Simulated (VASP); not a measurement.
# Sn24O47 (a cell with a defect) in VASP: a series of runs

Sn24O47 (a cell with a defect) is run at these levels: PBEsol; tasks: single point.

Everything below comes from runs of VASP 6.6.1. Logs are shortened: lines on timing, memory, paths and dates and some standing lists are left out, and cuts for length are marked.

## 1. The cell of the first run

The cell holds a defect, 71 atoms: a = 9.538 Å, b = 9.538 Å, c = 9.636 Å, α = 90.00°, β = 90.00°, γ = 90.00°.

## 2. Single point, PBEsol

Contents of INCAR:

```
PREC = Accurate
ENCUT = 520
EDIFF = 1E-6
ISMEAR = -1
SIGMA = 0.05
LREAL = Auto
LASPH = T
NELM = 120
ALGO = Normal
ISIF = 2
LWAVE = F
LCHARG = F
GGA = PS
NBANDS = 350
NELECT = 616.0
ISYM = -1
GGA_COMPAT = F
```

Contents of KPOINTS:

```
explicit points
1
Reciprocal
  0.25000000   0.25000000   0.25000000 1
```

Contents of POSCAR:

```
Sn24O47
1.0
    9.5380920000      0.0000000000      0.0000000000
    0.0000000000      9.5380920000      0.0000000000
    0.0000000000      0.0000000000      9.6363030000
Sn O
24 47
Direct
    0.9947250000      0.0054500000      0.9999660000
    0.0046270000      0.9955240000      0.3313440000
    0.0046460000      0.9955260000      0.6686040000
    0.0007650000      0.4988410000      0.0000050000
    0.0008210000      0.5007700000      0.3338820000
    0.0008300000      0.5008120000      0.6661440000
    0.5013090000      0.9994130000      0.9999820000
    0.4993680000      0.9993310000      0.3338450000
    0.4993910000      0.9993360000      0.6661150000
    0.5023350000      0.4978460000      0.9999640000
    0.4871160000      0.5129840000      0.3188660000
    0.4872500000      0.5129990000      0.6810600000
    0.2507850000      0.2486950000      0.1662270000
    0.2498920000      0.2487350000      0.5000000000
    0.2508160000      0.2487190000      0.8336930000
    0.2461920000      0.7539860000      0.1645430000
    0.2506020000      0.7495760000      0.4999980000
    0.2462110000      0.7539450000      0.8354520000
    0.7484050000      0.2518010000      0.1677330000
    0.7668830000      0.2332870000      0.4999860000
    0.7484150000      0.2517720000      0.8322360000
    0.7514480000      0.7493620000      0.1662690000
    0.7514470000      0.7502730000      0.4999890000
    0.7514840000      0.7493830000      0.8337320000
    0.1518660000      0.1536750000      0.9999280000
    0.1548680000      0.1530440000      0.3330140000
    0.1548440000      0.1530540000      0.6669400000
    0.1496440000      0.6551260000      0.0000000000
    0.1598860000      0.6488490000      0.3334590000
    0.1598170000      0.6489400000      0.6665310000
    0.6518150000      0.1559240000      0.9999780000
    0.6473870000      0.1620190000      0.3392340000
    0.6473170000      0.1621410000      0.6607350000
    0.6538010000      0.6523770000      0.9999710000
    0.6537050000      0.6456410000      0.3360160000
    0.6537640000      0.6457260000      0.6639870000
    0.3477850000      0.3463790000      0.9999820000
    0.3543960000      0.3464950000      0.3360080000
    0.3545820000      0.3464240000      0.6639450000
    0.3450260000      0.8505490000      0.9999900000
    0.3511890000      0.8403940000      0.3334550000
    0.3513130000      0.8402880000      0.6665310000
    0.8442370000      0.3483380000      0.0000090000
    0.8379410000      0.3529290000      0.3392630000
    0.8380420000      0.3528770000      0.6607120000
    0.8465150000      0.8482830000      0.0000310000
    0.8470880000      0.8453340000      0.3330450000
    0.8471060000      0.8453510000      0.6669460000
    0.0964680000      0.4012310000      0.1683280000
    0.0957690000      0.4005020000      0.5000150000
    0.0965710000      0.4013020000      0.8316760000
    0.0952330000      0.9049150000      0.1639430000
    0.0995830000      0.9006280000      0.4999720000
    0.0952690000      0.9049060000      0.8359830000
    0.5947450000      0.4053590000      0.1692250000
    0.5948410000      0.4054070000      0.8307470000
    0.5987990000      0.9035460000      0.1683000000
    0.5996460000      0.9043800000      0.4999710000
    0.5989340000      0.9037020000      0.8316640000
    0.4044100000      0.0965030000      0.1674720000
    0.4005190000      0.0936200000      0.4999890000
    0.4043770000      0.0964490000      0.8324900000
    0.3985480000      0.6016770000      0.1565510000
    0.4128240000      0.5874150000      0.4999740000
    0.3985740000      0.6016220000      0.8433430000
    0.9011630000      0.0989800000      0.1709500000
    0.9118900000      0.0882890000      0.4999790000
    0.9012010000      0.0990040000      0.8290140000
    0.9037400000      0.5957890000      0.1674950000
    0.9065860000      0.5996790000      0.5000050000
    0.9036720000      0.5957390000      0.8325100000
```

Potentials or basis: VASP PAW PBE potentials, release 64 (Sn_d, O).

Launch:

```
$ cat potpaw_PBE.64/Sn_d/POTCAR potpaw_PBE.64/O/POTCAR > POTCAR
$ mpirun -np 1 vasp_std > vasp.out
```

OUTCAR:

```text
PREC = Accurate
   ENCUT = 520
   EDIFF = 1E-6
   ISMEAR = -1
   LREAL = Auto
   LASPH = T
   NELM = 120
   ISIF = 2
   GGA = PS
   NELECT = 616.0
   ISYM = -1

 ion  position               nearest neighbor table
   1  0.995  0.005  1.000-  25 2.06  46 2.06  68 2.08  66 2.08  52 2.08  54 2.08   3 3.20   2 3.20
                            21 3.69  19 3.70  24 3.73  13 3.73  15 3.73  22 3.73  16 3.74  18 3.74
   2  0.005  0.996  0.331-  52 2.02  67 2.05  53 2.07  47 2.08  26 2.08  66 2.08   1 3.20   3 3.25
                            20 3.60  16 3.63  17 3.69  22 3.72  13 3.72  23 3.73  14 3.73
   3  0.005  0.996  0.669-  54 2.02  67 2.05  53 2.07  48 2.08  27 2.08  68 2.08   1 3.20   2 3.25
                            20 3.60  18 3.63  17 3.69  24 3.72  15 3.73  14 3.73  23 3.73
   4  0.001  0.499  0.000-  28 2.06  43 2.07  69 2.08  71 2.08  49 2.08  51 2.08   6 3.22   5 3.22
                            18 3.73  16 3.73  24 3.73  22 3.73  13 3.73  15 3.73  19 3.74  21 3.74
   5  0.001  0.501  0.334-  69 2.06  70 2.06  49 2.07  29 2.07  50 2.07  44 2.10   6 3.20   4 3.22
                            17 3.72  23 3.73  22 3.73  16 3.74  14 3.74  19 3.74  20 3.75  13 3.75
   6  0.001  0.501  0.666-  71 2.06  70 2.06  51 2.07  30 2.07  50 2.07  45 2.10   5 3.20   4 3.22
                            17 3.72  23 3.73  24 3.73  18 3.74  14 3.74  21 3.74  20 3.75  15 3.75
   7  0.501  0.999  1.000-  40 2.06  31 2.07  62 2.08  60 2.08  59 2.08  57 2.08   8 3.22   9 3.22
                            16 3.73  18 3.73  13 3.73  15 3.73  24 3.73  22 3.73  21 3.74  19 3.74
   8  0.499  0.999  0.334-  60 2.06  61 2.06  57 2.07  41 2.07  58 2.07  32 2.10   9 3.20   7 3.22
                            17 3.72  14 3.73  13 3.73  16 3.74  23 3.74  19 3.74  20 3.75  22 3.75
   9  0.499  0.999  0.666-  62 2.06  61 2.06  59 2.07  42 2.07  58 2.07  33 2.10   8 3.20   7 3.22
[... 7 lines left out ...]
  13  0.251  0.249  0.166-  26 2.06  60 2.06  25 2.07  49 2.07  37 2.07  38 2.13  15 3.20  14 3.22
                            11 3.69   2 3.72   8 3.73   1 3.73   7 3.73   4 3.73  10 3.74   5 3.75
  14  0.250  0.249  0.500-  27 2.06  26 2.06  61 2.06  50 2.06  38 2.09  39 2.09  15 3.22  13 3.22
                             9 3.73   8 3.73   3 3.73   2 3.73   5 3.74   6 3.74
  15  0.251  0.249  0.834-  27 2.06  62 2.06  25 2.07  51 2.07  37 2.07  39 2.13  13 3.20  14 3.22
                            12 3.69   3 3.73   9 3.73   1 3.73   7 3.73   4 3.73  10 3.74   6 3.75
  16  0.246  0.754  0.165-  52 2.04  63 2.06  28 2.06  40 2.06  41 2.08  29 2.08  18 3.17  17 3.23
                            11 3.57   2 3.63   7 3.73   4 3.73   8 3.74   5 3.74   1 3.74
  17  0.251  0.750  0.500-  53 2.04  41 2.06  30 2.06  42 2.06  29 2.06  64 2.19  18 3.23  16 3.23
                            11 3.64  12 3.64   3 3.69   2 3.69   8 3.72   9 3.72   6 3.72   5 3.72
  18  0.246  0.754  0.835-  54 2.04  65 2.06  28 2.06  40 2.06  30 2.08  42 2.08  16 3.17  17 3.23
                            12 3.58   3 3.63   4 3.73   7 3.73   6 3.74   9 3.74   1 3.74
  19  0.748  0.252  0.168-  66 2.06  55 2.07  43 2.07  31 2.07  44 2.10  32 2.10  20 3.21  21 3.23
                            10 3.69   1 3.70   4 3.74   7 3.74   5 3.74   8 3.74
  20  0.767  0.233  0.500-  67 1.96  44 2.04  33 2.04  45 2.04  32 2.04  21 3.21  19 3.21   3 3.60
                             2 3.60   5 3.75   9 3.75   8 3.75   6 3.75
  21  0.748  0.252  0.832-  68 2.06  56 2.07  43 2.07  31 2.07  33 2.10  45 2.10  20 3.21  19 3.23
                            10 3.69   1 3.69   4 3.74   7 3.74   6 3.74   9 3.74
  22  0.751  0.749  0.166-  47 2.06  69 2.06  46 2.07  57 2.07  34 2.07  35 2.13  24 3.20  23 3.22
                            11 3.69   2 3.72   5 3.73   1 3.73   4 3.73   7 3.73  10 3.74   8 3.75
  23  0.751  0.750  0.500-  47 2.06  48 2.06  70 2.06  58 2.06  36 2.09  35 2.09  22 3.22  24 3.22
                             6 3.73   5 3.73   2 3.73   3 3.73   9 3.74   8 3.74
  24  0.751  0.749  0.834-  48 2.06  71 2.06  46 2.07  59 2.07  34 2.07  36 2.13  22 3.20  23 3.22
                            12 3.69   3 3.72   6 3.73   1 3.73   4 3.73   7 3.73  10 3.74   9 3.75
  25  0.152  0.154  1.000-   1 2.06  15 2.07  13 2.07
  26  0.155  0.153  0.333-  14 2.06  13 2.06   2 2.08
  27  0.155  0.153  0.667-  14 2.06  15 2.06   3 2.08
  28  0.150  0.655  0.000-   4 2.06  18 2.06  16 2.06
  29  0.160  0.649  0.333-  17 2.06   5 2.07  16 2.08
  30  0.160  0.649  0.667-  17 2.06   6 2.07  18 2.08
[... 39 lines left out ...]
  70  0.907  0.600  0.500-  23 2.06   6 2.06   5 2.06
  71  0.904  0.596  0.833-   6 2.06  24 2.06   4 2.08

IMPORTANT INFORMATION: All symmetrisations will be switched off!
NOSYMM: (Re-)initialisation of all symmetry stuff for point group C_1.

----------------------------------------------------------------------------------------

                                     Primitive cell

  volume of cell :     876.6646

  direct lattice vectors                    reciprocal lattice vectors
     9.538092000  0.000000000  0.000000000     0.104842771  0.000000000  0.000000000
[... 170 lines left out ...]
   NGX,Y,Z   is equivalent  to a cutoff of  12.55, 12.55, 12.42 a.u.
   NGXF,Y,Z  is equivalent  to a cutoff of  25.10, 25.10, 24.84 a.u.
 SYSTEM =  unknown system
   PREC   = accura    normal or accurate (medium, high low for compatibility)
   ISTART =      0    job   : 0-new  1-cont  2-samecut
   ICHARG =      2    charge: 1-file 2-atom 10-const
   ISPIN  =      1    spin polarized calculation?
   LNONCOLLINEAR =      F non collinear calculations
   LSORBIT =      F    spin-orbit coupling
   LASPH  =      T    aspherical Exc in radial PAW
   ENCUT  =  520.0 eV  38.22 Ry    6.18 a.u.  17.73 17.73 17.92*2*pi/ulx,y,z
   NELM   =    120;   NELMIN=  2; NELMDL= -5     # of ELM steps
   EDIFF  = 0.1E-05   stopping-criterion for ELM
   LREAL  =      T    real-space projection
   EDIFFG = 0.1E-04   stopping-criterion for IOM
   NSW    =      0    number of steps for IOM
   IBRION =     -1    ionic relax: 0-MD 1-quasi-New 2-CG
   NFREE  =      0    steps in history (QN), initial steepest desc. (CG)
   ISIF   =      2    stress and relaxation
   ISYM   =     -1    0-nonsym 1-usesym 2-fastsym
   POTIM  = 0.5000    time-step for ionic-motion
   TEBEG  =    0.0;   TEEND  =   0.0 temperature during run
   PSTRESS=    0.0 pullay stress
   NELECT =     616.0000    total number of electrons
   NUPDOWN=      -1.0000    fix difference up-down
   EMIN   =  10.00;   EMAX   =-10.00  energy-range for DOS
   EFERMI =   0.00;   METHOD = LEGACY
   ISMEAR =    -1;   SIGMA  =   0.05  broadening in eV -4-tet -1-fermi 0-gaus
   EFERMI_NEDOS =   21; number of points for ismear=-14 and -15
   IALGO  =     38    algorithm
   IMIX   =      4    mixing-type and parameters
     AMIX     =   0.40;   BMIX     =  1.00
     AMIX_MAG =   1.60;   BMIX_MAG =  1.00
  volume/ion in A,a.u.               =      12.35        83.32
  Fermi-wavevector in a.u.,A,eV,Ry     =   1.455428  2.750359 28.820803  2.118269
  Thomas-Fermi vector in A             =   2.572463
   LORBIT       =      0    0 simple, 1 ext, 2 COOP (PROOUT), +10 PAW based schemes
   GGA     = PS    functional components
   LHFCALC =     F    Hartree Fock is set to
   AEXX    =    0.0000 exact exchange contribution
   IVDW    =     0    specifies the selected vdW correction
   LEPSILON=     F    determine dielectric tensor
   LRPA    =     F    only Hartree local field effects (RPA)
 non-spin polarized calculation
  energy-cutoff  :      520.00
  volume of cell :      876.66
 maximum number of plane-waves:     23594
 NGX is ok and might be reduce to    70
   NGX = 35   NGY = 35   NGZ = 35

 number of electron     616.0000109 magnetization

 Free energy of the ion-electron system (eV)
  ---------------------------------------------------
  ext. energy  EPLUGINS =         0.00000000
  ---------------------------------------------------
  free energy    TOTEN  =      -481.08265782 eV

  energy without entropy =     -481.08265777  energy(sigma->0) =     -481.08265779

 E-fermi :   6.4347     XC(G=0): -11.3269

 val. band max:        5.5248950018   @ k =   0.2500   0.2500   0.2500
 cond. band min:       7.3439415517   @ k =   0.2500   0.2500   0.2500
 fundamental gap:      1.8190465499
 Fermi energy:         6.4346640664

 k-point     1 :       0.2500    0.2500    0.2500
  band No.  band energies     occupation
      1     -15.5279      2.00000
      2     -15.4140      2.00000
      3     -15.3807      2.00000
      4     -15.3546      2.00000
      5     -15.2292      2.00000
      6     -15.2078      2.00000
[... 312 lines left out ...]
    319      10.4998      0.00000
    320      10.6168      0.00000
 [bands above 320 left out]

------------------------ aborting loop because EDIFF is reached ----------------------------------------

  FORCE on cell =-STRESS in cart. coord.  units (eV):
  Direction    XX          YY          ZZ          XY          YZ          ZX
  --------------------------------------------------------------------------------------
  -------------------------------------------------------------------------------------
  Total      -21.5157612    -21.4851116    -13.4687040     -7.0393683     -0.3350543     -0.3326211
  in kB      -39.3218404    -39.2658257    -24.6151751    -12.8650303     -0.6123396     -0.6078927
  external PRESSURE =     -34.4009471 kB  Pullay stress =       0.0000000 kB

 VOLUME and BASIS-vectors are now :
 -----------------------------------------------------------------------------
  energy-cutoff  :      520.00
  volume of cell :      876.66
      direct lattice vectors                 reciprocal lattice vectors
     9.538092000  0.000000000  0.000000000     0.104842771  0.000000000  0.000000000
     0.000000000  9.538092000  0.000000000     0.000000000  0.104842771  0.000000000
     0.000000000  0.000000000  9.636303000     0.000000000  0.000000000  0.103774238

 POSITION                                       TOTAL-FORCE (eV/Angst)
 -----------------------------------------------------------------------------------
      9.48778      0.05198      9.63598        -0.004213      0.003131      0.001880
      0.04413      9.49540      3.19293        -0.005126      0.007894      0.019675
      0.04431      9.49542      6.44287        -0.004505      0.008809     -0.021999
      0.00730      4.75799      0.00005         0.001535      0.006032     -0.000576
      0.00783      4.77639      3.21739        -0.007599     -0.017407     -0.000148
      0.00792      4.77679      6.41917        -0.007338     -0.018581     -0.002034
[... 63 lines left out ...]
      8.64710      5.71979      4.81820        -0.012924      0.020519     -0.001245
      8.61931      5.68221      8.02232        -0.013196      0.009879      0.005997
 -----------------------------------------------------------------------------------
    total drift:                               -0.042310      0.044346     -0.002969

  FREE ENERGIE OF THE ION-ELECTRON SYSTEM (eV)
  ---------------------------------------------------
  free  energy   TOTEN  =      -481.0826578174 eV

  energy  without entropy=     -481.0826577688  energy(sigma->0) =     -481.08265779
```

Run time: 8.5 min. Hardware: 1 thread of Intel Xeon Platinum 8488C (Sapphire Rapids), shared host; peak memory 0.82 GiB.

Results:

```yaml
Free_energy: -481.0827 eV
Largest_force: 0.040 eV/Å
```

Forces in eV/Å, atoms in the order of the input:
```
Sn  -0.004  0.003  0.002
Sn  -0.005  0.008  0.020
Sn  -0.005  0.009 -0.022
Sn   0.002  0.006 -0.001
Sn  -0.008 -0.017  0.000
Sn  -0.007 -0.019 -0.002
Sn  -0.006 -0.003  0.001
Sn   0.020  0.011 -0.004
Sn   0.021  0.012  0.003
Sn  -0.003  0.003  0.003
Sn  -0.002  0.003  0.025
Sn  -0.001  0.004 -0.027
Sn   0.006 -0.003 -0.007
Sn  -0.002  0.004 -0.004
Sn   0.005 -0.002  0.010
Sn   0.004 -0.003 -0.024
Sn  -0.001 -0.003 -0.001
Sn   0.003 -0.002  0.022
Sn  -0.010 -0.001  0.015
Sn  -0.002 -0.003  0.000
Sn  -0.008  0.004 -0.013
Sn  -0.001 -0.005 -0.009
Sn  -0.010  0.004 -0.001
Sn  -0.001 -0.003  0.012
O   -0.012 -0.014  0.002
O   -0.017 -0.014  0.000
O   -0.013 -0.012  0.000
O   -0.013 -0.017 -0.001
O   -0.003 -0.006  0.000
O   -0.004 -0.007  0.000
O   -0.010 -0.008 -0.001
O   -0.023 -0.002 -0.012
O   -0.023 -0.002  0.012
O   -0.008 -0.011  0.001
O    0.003 -0.002  0.007
O    0.000 -0.002 -0.008
O    0.011  0.010  0.000
O    0.002 -0.004  0.005
O    0.001 -0.001 -0.006
O    0.014  0.010 -0.001
O    0.007  0.004  0.001
O    0.007  0.004 -0.001
O    0.013  0.013 -0.001
O    0.004  0.023 -0.012
O    0.005  0.022  0.012
O    0.015  0.013 -0.002
O    0.014  0.014 -0.003
O    0.014  0.013  0.003
O    0.006 -0.016  0.000
O    0.013 -0.009  0.000
O    0.006 -0.014  0.000
O    0.022 -0.022  0.000
O    0.002 -0.006  0.001
O    0.021 -0.021  0.004
O    0.022 -0.020  0.003
O    0.020 -0.022 -0.004
O    0.017 -0.006 -0.001
O    0.010 -0.015  0.001
O    0.017 -0.006 -0.001
O   -0.008  0.015 -0.004
O   -0.018  0.014  0.000
O   -0.007  0.013  0.004
O   -0.020  0.020 -0.019
O   -0.013  0.013  0.003
O   -0.023  0.023  0.023
O   -0.004  0.005  0.009
O    0.020 -0.019  0.000
O   -0.005  0.004 -0.012
O   -0.015  0.009 -0.005
O   -0.013  0.021 -0.001
O   -0.013  0.010  0.006
```

Caveat: the cell carries a net charge on a neutralising background, which shifts energy and pressure; the cell is charged against a uniform background, so pressure and absolute levels hang on convention; the PAW data sets were made with another functional, which shifts forces and pressure a little; spin-orbit coupling is left out, which moves the levels of the heavy elements.

(Part 1 of 2 ends here.)
